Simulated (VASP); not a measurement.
# CuO (Tenorite) (Cc) in VASP: a series of runs, part 2 of 2

VASP 6.6.1.

### Step 3. Single point, PBEsol

INCAR

```
PREC = Accurate ; ENCUT = 520
EDIFF = 1E-7 ; ISMEAR = -1
SIGMA = 0.05 ; LREAL = False
LASPH = True ; NELM = 100
ALGO = Normal ; ISIF = 2
LWAVE = False ; LCHARG = True
GGA = PS ; LELF = True
LVHAR = True ; NBANDS = 25
```

KPOINTS

```
Automatic mesh
0
Gamma
  10 10 5
```

POSCAR

```
CuO
1.0
    2.3446500000     -1.7134000000      0.0000000000
    2.3446500000      1.7134000000      0.0000000000
   -0.8605543552      0.0000000000      5.0594363927
Cu O
2 2
Direct
    0.4968000000      0.0032000000      0.5000000000
    0.0032000000      0.4968000000      0.0000000000
    0.4056000000      0.5714000000      0.7537000000
    0.5714000000      0.4056000000      0.2537000000
```

Potentials or basis: VASP PAW PBE potentials, release 64 (Cu, O).

On the command line:

```
$ cat potpaw_PBE.64/Cu/POTCAR potpaw_PBE.64/O/POTCAR > POTCAR
$ mpirun -np 1 vasp_std > vasp.out
```

OUTCAR:

```text
PREC = Accurate
   ENCUT = 520
   EDIFF = 1E-7
   ISMEAR = -1
   LREAL = False
   LASPH = True
   NELM = 100
   ISIF = 2
   GGA = PS

 ion  position               nearest neighbor table
   1  0.497  0.003  0.500-   4 1.91   3 1.93   4 1.98   3 2.02
   2  0.003  0.497  0.000-   3 1.91   4 1.93   3 1.98   4 2.02
   3  0.406  0.571  0.754-   2 1.91   1 1.93   2 1.98   1 2.02
   4  0.571  0.406  0.254-   1 1.91   2 1.93   1 1.98   2 2.02

  LATTYP: Found a base centered monoclinic cell.
 ALAT       =     4.6893000000
 B/A-ratio  =     0.7307700510
 C/A-ratio  =     1.0944277397
 COS(beta)  =    -0.1676807457

  Lattice vectors:

 A1 = (   2.3446500000,  -1.7134000000,   0.0000000000)
 A2 = (   2.3446500000,   1.7134000000,   0.0000000000)
 A3 = (  -0.8605543552,   0.0000000000,   5.0594363927)

Analysis of symmetry for initial positions (statically):
=====================================================================
 Subroutine PRICEL returns:
 Original cell was already a primitive cell.

 Routine SETGRP: Setting up the symmetry group for a
 base centered monoclinic supercell.

 Subroutine GETGRP returns: Found  2 space group operations
 (whereof  1 operations were pure point group operations)
 out of a pool of  4 trial point group operations.

The static configuration has the point symmetry C_1 .
 The point group associated with its full space group is C_1h.

Analysis of symmetry for dynamics (positions and initial velocities):
=====================================================================
 Subroutine PRICEL returns:
 Original cell was already a primitive cell.

 Routine SETGRP: Setting up the symmetry group for a
 base centered monoclinic supercell.

 Subroutine GETGRP returns: Found  2 space group operations
 (whereof  1 operations were pure point group operations)
 out of a pool of  4 trial point group operations.

The dynamic configuration has the point symmetry C_1 .
 The point group associated with its full space group is C_1h.

 Subroutine INISYM returns: Found  2 space group operations
 (whereof  1 operations are pure point group operations),
 and found     1 'primitive' translations

----------------------------------------------------------------------------------------

                                     Primitive cell

  volume of cell :      40.6508

  direct lattice vectors                    reciprocal lattice vectors
     2.344650000 -1.713400000  0.000000000     0.213251445 -0.291817439  0.036271720
     2.344650000  1.713400000  0.000000000     0.213251445  0.291817439  0.036271720
    -0.860554355  0.000000000  5.059436393     0.000000000  0.000000000  0.197650474

  length of vectors
     2.903984019  2.903984019  5.132100000     0.363248171  0.363248171  0.197650474

  position of ions in fractional coordinates (direct lattice)
     0.496800000  0.003200000  0.500000000
     0.003200000  0.496800000  0.000000000
     0.405600000  0.571400000  0.753700000
     0.571400000  0.405600000  0.253700000

  ion indices of the primitive-cell ions
   primitive index   ion index
                 1           1
                 2           2
                 3           3
                 4           4

----------------------------------------------------------------------------------------

 KPOINTS: Automatic mesh

Automatic generation of k-mesh.
 Grid dimensions read from file:
 generate k-points for:   10   10    5

 Generating k-lattice:

  Cartesian coordinates                     Fractional coordinates (reciprocal lattice)
     0.021325144 -0.029181744  0.003627172     0.100000000  0.000000000 -0.000000000
     0.021325144  0.029181744  0.003627172     0.000000000  0.100000000 -0.000000000
     0.000000000  0.000000000  0.039530095     0.000000000  0.000000000  0.200000000

  Length of vectors
     0.036324817  0.036324817  0.039530095

  Shift w.r.t. Gamma in fractional coordinates (k-lattice)
     0.000000000  0.000000000  0.000000000

 Subroutine IBZKPT returns following result:
 ===========================================

 Found    141 irreducible k-points:

 Following reciprocal coordinates:
            Coordinates               Weight
  0.000000  0.000000  0.000000      1.000000
  0.100000  0.000000  0.000000      4.000000
  0.200000  0.000000  0.000000      4.000000
  0.300000  0.000000  0.000000      4.000000
  0.400000 -0.000000  0.000000      4.000000
  0.500000 -0.000000 -0.000000      2.000000
[... 16 lines left out ...]
  0.300000  0.300000  0.000000      2.000000
  0.400000  0.300000 -0.000000      4.000000
 [... further k-points ...]
   k-points           NKPTS =    141   k-points in BZ     NKDIM =    141   number of bands    NBANDS=     25
   number of dos      NEDOS =    301   number of ions     NIONS =      4
   total plane-waves  NPLWV =  23040
   dimension x,y,z NGX =    24 NGY =   24 NGZ =   40
   dimension x,y,z NGXF=    48 NGYF=   48 NGZF=   80
   ions per type =               2   2
   NGX,Y,Z   is equivalent  to a cutoff of  13.74, 13.74, 12.96 a.u.
   NGXF,Y,Z  is equivalent  to a cutoff of  27.48, 27.48, 25.91 a.u.
 SYSTEM =  unknown system
   PREC   = accura    normal or accurate (medium, high low for compatibility)
   ISTART =      0    job   : 0-new  1-cont  2-samecut
   ICHARG =      2    charge: 1-file 2-atom 10-const
   ISPIN  =      1    spin polarized calculation?
   LNONCOLLINEAR =      F non collinear calculations
   LSORBIT =      F    spin-orbit coupling
   LASPH  =      T    aspherical Exc in radial PAW
   ENCUT  =  520.0 eV  38.22 Ry    6.18 a.u.   5.40  5.40  9.54*2*pi/ulx,y,z
   NELM   =    100;   NELMIN=  2; NELMDL= -5     # of ELM steps
   EDIFF  = 0.1E-06   stopping-criterion for ELM
   LREAL  =      F    real-space projection
   EDIFFG = 0.1E-05   stopping-criterion for IOM
   NSW    =      0    number of steps for IOM
   IBRION =     -1    ionic relax: 0-MD 1-quasi-New 2-CG
   NFREE  =      0    steps in history (QN), initial steepest desc. (CG)
   ISIF   =      2    stress and relaxation
   ISYM   =      2    0-nonsym 1-usesym 2-fastsym
   POTIM  = 0.5000    time-step for ionic-motion
   TEBEG  =    0.0;   TEEND  =   0.0 temperature during run
   PSTRESS=    0.0 pullay stress
   NELECT =      34.0000    total number of electrons
   NUPDOWN=      -1.0000    fix difference up-down
   EMIN   =  10.00;   EMAX   =-10.00  energy-range for DOS
   EFERMI =   0.00;   METHOD = LEGACY
   ISMEAR =    -1;   SIGMA  =   0.05  broadening in eV -4-tet -1-fermi 0-gaus
   EFERMI_NEDOS =   21; number of points for ismear=-14 and -15
   IALGO  =     38    algorithm
   IMIX   =      4    mixing-type and parameters
     AMIX     =   0.40;   BMIX     =  1.00
     AMIX_MAG =   1.60;   BMIX_MAG =  1.00
  volume/ion in A,a.u.               =      10.16        68.58
  Fermi-wavevector in a.u.,A,eV,Ry     =   1.542451  2.914811 32.370388  2.379156
  Thomas-Fermi vector in A             =   2.648254
   LORBIT       =      0    0 simple, 1 ext, 2 COOP (PROOUT), +10 PAW based schemes
   GGA     = PS    functional components
   LHFCALC =     F    Hartree Fock is set to
   AEXX    =    0.0000 exact exchange contribution
   IVDW    =     0    specifies the selected vdW correction
   LEPSILON=     F    determine dielectric tensor
   LRPA    =     F    only Hartree local field effects (RPA)
 non-spin polarized calculation
  energy-cutoff  :      520.00
  volume of cell :       40.65
 maximum number of plane-waves:      1129
 NGX is ok and might be reduce to    24
   NGX = 11   NGY = 11   NGZ = 19

 number of electron      33.9999999 magnetization

 Free energy of the ion-electron system (eV)
  ---------------------------------------------------
  ext. energy  EPLUGINS =         0.00000000
  ---------------------------------------------------
  free energy    TOTEN  =       -21.30436638 eV

  energy without entropy =      -21.28518895  energy(sigma->0) =      -21.29477767

 E-fermi :   5.5052     XC(G=0): -12.1684

 val. band max:        5.4851752317   @ k =   0.5000   0.1000   0.2000
 cond. band min:       5.5105095024   @ k =  -0.4000   0.2000   0.4000
 fundamental gap:      0.0253342707
 Fermi energy:         5.5052182002

 k-point     1 :       0.0000    0.0000    0.0000
  band No.  band energies     occupation
      1     -14.3305      2.00000
      2     -12.9846      2.00000
      3      -2.6743      2.00000
      4      -0.0464      2.00000
      5       0.3183      2.00000
      6       2.1240      2.00000
[... 17 lines left out ...]
     24      21.7228      0.00000
     25      22.1113      0.00000
[... 621 lines left out ...]
      3      -1.3387      2.00000
      4      -1.0405      2.00000
      5      -0.0398      2.00000
      6       0.1386      2.00000
[... 17 lines left out ...]
     24      18.7353      0.00000
     25      19.7974      0.00000

 [... further k-points ...]
[... 5 lines left out ...]
  --------------------------------------------------------------------------------------
  -------------------------------------------------------------------------------------
  Total       -0.6115080     -0.0428045     -0.9051042      0.0000000      0.0000000     -0.2930008
  in kB      -24.1014848     -1.6870605    -35.6730513      0.0000000      0.0000000    -11.5480967
  external PRESSURE =     -20.4871988 kB  Pullay stress =       0.0000000 kB

 VOLUME and BASIS-vectors are now :
 -----------------------------------------------------------------------------
  energy-cutoff  :      520.00
  volume of cell :       40.65
      direct lattice vectors                 reciprocal lattice vectors
     2.344650000 -1.713400000  0.000000000     0.213251445 -0.291817439  0.036271720
     2.344650000  1.713400000  0.000000000     0.213251445  0.291817439  0.036271720
    -0.860554355  0.000000000  5.059436393     0.000000000  0.000000000  0.197650474

 POSITION                                       TOTAL-FORCE (eV/Angst)
 -----------------------------------------------------------------------------------
      0.74205     -0.84573      2.52972        -0.617546     -0.334071      0.237323
      1.17233      0.84573      0.00000        -0.617546      0.334071      0.237323
      1.64212      0.28408      3.81330         0.617546     -0.365841     -0.237323
      2.07240     -0.28408      1.28358         0.617546      0.365841     -0.237323
 -----------------------------------------------------------------------------------
    total drift:                               -0.000142      0.000000     -0.000540

  FREE ENERGIE OF THE ION-ELECTRON SYSTEM (eV)
  ---------------------------------------------------
  free  energy   TOTEN  =       -21.3043663811 eV

  energy  without entropy=      -21.2851889513  energy(sigma->0) =      -21.29477767
```

OSZICAR:

```text
N       E                     dE             d eps       ncg     rms          rms(c)
DAV:   1     0.287880417311E+03    0.28788E+03   -0.16393E+04  7538   0.215E+03
DAV:   2     0.810370999357E+01   -0.27978E+03   -0.25817E+03  7152   0.392E+02
DAV:   3    -0.261208898523E+02   -0.34225E+02   -0.32390E+02  8724   0.153E+02
DAV:   4    -0.272666823414E+02   -0.11458E+01   -0.11402E+01  8701   0.300E+01
DAV:   5    -0.272872012929E+02   -0.20519E-01   -0.20509E-01  9228   0.355E+00    0.174E+01
DAV:   6    -0.249853267869E+02    0.23019E+01   -0.36690E+01  9950   0.156E+02    0.136E+01
DAV:   7    -0.212550950442E+02    0.37302E+01   -0.10083E+01  8547   0.116E+02    0.256E+00
DAV:   8    -0.213476728373E+02   -0.92578E-01   -0.15139E+00  7491   0.851E+00    0.162E+00
DAV:   9    -0.213078465995E+02    0.39826E-01   -0.54856E-02 11621   0.603E+00    0.424E-01
DAV:  10    -0.213052453801E+02    0.26012E-02   -0.11310E-02 10104   0.138E+00    0.319E-01
DAV:  11    -0.213043347426E+02    0.91064E-03   -0.53519E-03 10812   0.688E-01    0.490E-02
DAV:  12    -0.213043504476E+02   -0.15705E-04   -0.33505E-04  9300   0.207E-01    0.344E-02
DAV:  13    -0.213043676648E+02   -0.17217E-04   -0.19471E-05 10541   0.636E-02    0.868E-03
DAV:  14    -0.213043666066E+02    0.10581E-05   -0.15574E-06 10613   0.174E-02    0.494E-03
DAV:  15    -0.213043663918E+02    0.21483E-06   -0.11278E-06 11092   0.150E-02    0.298E-04
DAV:  16    -0.213043663811E+02    0.10706E-07   -0.40970E-08  3952   0.288E-03
   1 F= -.21304366E+02 E0= -.21294778E+02  d E =-.191774E-01
```

stdout:

```text
POSCAR found type information on POSCAR CuO
 POSCAR found :  2 types and       4 ions
 scaLAPACK will be used
 -----------------------------------------------------------------------------
|                                                                             |
|                                                                             |
|     You enforced a specific xc type in the INCAR file but a different       |
|     I HOPE YOU KNOW WHAT YOU ARE DOING!                                     |
|                                                                             |
 -----------------------------------------------------------------------------

 LDA part: xc-table for (Slater+PW92), standard interpolation
 POSCAR, INCAR and KPOINTS ok, starting setup
 FFT: planning ... GRIDC
 FFT: planning ... GRID_SOFT
 FFT: planning ... GRID
 WAVECAR not read
 entering main loop
```

Wall time 2 min (1 thread of Intel Xeon Platinum 8488C (Sapphire Rapids), shared host); peak memory 0.24 GiB.

Results:

| Quantity | Value |
| --- | --- |
| Free energy | -21.3044 eV |
| Pressure | -2.0 GPa |
| Largest force | 0.756 eV/Å |
| Band gap on the k mesh | zero (band 17 reaches 5.79 eV, above the bottom of band 18 at 5.18 eV) |

Forces in eV/Å, atoms in the order of the input:
```
Cu  -0.618 -0.334  0.237
Cu  -0.618  0.334  0.237
O    0.618 -0.366 -0.237
O    0.618  0.366 -0.237
```

Caveat: the PAW data sets were made with another functional, which shifts forces and pressure a little; semilocal functionals often make such compounds metallic where correlation or magnetic order opens a gap, which also shifts bond lengths.

### Step 4. Single point, LDA

This run uses another cell than the first one, of 9.55 Å³/atom, 0.940 times its volume.

INCAR

```
PREC = Accurate
ENCUT = 520
EDIFF = 1E-6
ISMEAR = -1
SIGMA = 0.05
LREAL = F
LASPH = T
NELM = 60
ALGO = Normal
ISIF = 2
LWAVE = F
LCHARG = T
GGA = CA
LELF = T
LVHAR = T
NBANDS = 25
```

KPOINTS

```
regular mesh
0
Gamma
  10 10 5
```

POSCAR

```
CuO
1.0
    2.2967865698     -1.6784228387      0.0000000000
    2.2967865698      1.6784228387      0.0000000000
   -0.8429870921      0.0000000000      4.9561536082
Cu O
2 2
Direct
    0.4968000000      0.0032000000      0.5000000000
    0.0032000000      0.4968000000      0.0000000000
    0.4056000000      0.5714000000      0.7537000000
    0.5714000000      0.4056000000      0.2537000000
```

Potentials or basis: VASP PAW LDA potentials, release 64 (Cu, O).

On the command line:

```
$ cat potpaw_LDA.64/Cu/POTCAR potpaw_LDA.64/O/POTCAR > POTCAR
$ mpirun -np 1 vasp_std > vasp.out
```

Run time: 77 s. Hardware: 1 thread of AMD EPYC 9R45 (Zen 5), shared host; peak memory 0.19 GiB.

Results (log left out):

```yaml
Free_energy: -23.1505 eV
Pressure: 3.1 GPa
Largest_force: 0.899 eV/Å
Band_gap_on_the_k_mesh: zero (band 17 reaches 6.50 eV, above the bottom of band 18 at 5.89 eV)
```

Forces on the atoms (eV/Å):
```
Cu  -0.741 -0.418  0.290
Cu  -0.741  0.418  0.290
O    0.741 -0.271 -0.290
O    0.741  0.271 -0.290
```

Stress tensor (GPa, compression positive):
```
 2.81  0.00 -2.14
 0.00  3.63  0.00
-2.14  0.00  2.73
```

Levels at points of the mesh, in eV from the Fermi level:
```
           k point  band 14  band 15  band 16  band 17  band 18  band 19  band 20  band 21
(0.00, 0.00, 0.00)    -2.41    -2.33    -1.77     0.24     0.98     1.98     6.06     8.45
(0.50, 0.00, 0.00)    -1.72    -1.61    -1.50    -0.04     0.28     4.77     6.51     7.18
(0.50, 0.50, 0.00)    -2.31    -1.75    -1.31    -0.69     1.14     3.12     7.16     8.56
```

Caveat: semilocal functionals often make such compounds metallic where correlation or magnetic order opens a gap, which also shifts bond lengths. With open d or f shells a metallic result of LDA can be an artefact of self-interaction; +U or a hybrid may open a gap.

### Step 5. The runs side by side

| level | potentials or basis | cell | k mesh | smearing | gap on the mesh (eV) | pressure (GPa) | largest force (eV/Å) |
| --- | --- | --- | --- | --- | --- | --- | --- |
| PBEsol | VASP PAW PBE potentials, release 64 (Cu, O) | a = 2.904, b = 2.904, c = 5.132 Å, angles 97.8, 97.8, 72.3°, 4 atoms | 6 × 6 × 3 | fermi-dirac 0.03 eV | none | -2.0 | 0.72 |
| PBEsol | VASP PAW PBE potentials, release 64 (Cu, O) | a = 2.904, b = 2.904, c = 5.132 Å, angles 97.8, 97.8, 72.3°, 4 atoms | 10 × 10 × 5 | fermi-dirac 0.05 eV | none | -2.0 | 0.76 |
| LDA | VASP PAW LDA potentials, release 64 (Cu, O) | a = 2.845, b = 2.845, c = 5.027 Å, angles 97.8, 97.8, 72.3°, 4 atoms | 10 × 10 × 5 | fermi-dirac 0.05 eV | none | 3.1 | 0.90 |

Alike in all rows: task single point; no spin polarisation; cutoff (eV) 520.

Caveats: some runs use coarse meshes; semilocal functionals often make such compounds metallic where correlation or magnetic order opens a gap, which also shifts bond lengths; the PAW data sets were made with another functional, which shifts forces and pressure a little (some runs).

Total energies depend on the potentials used, so only differences within one code and one set of settings carry meaning.
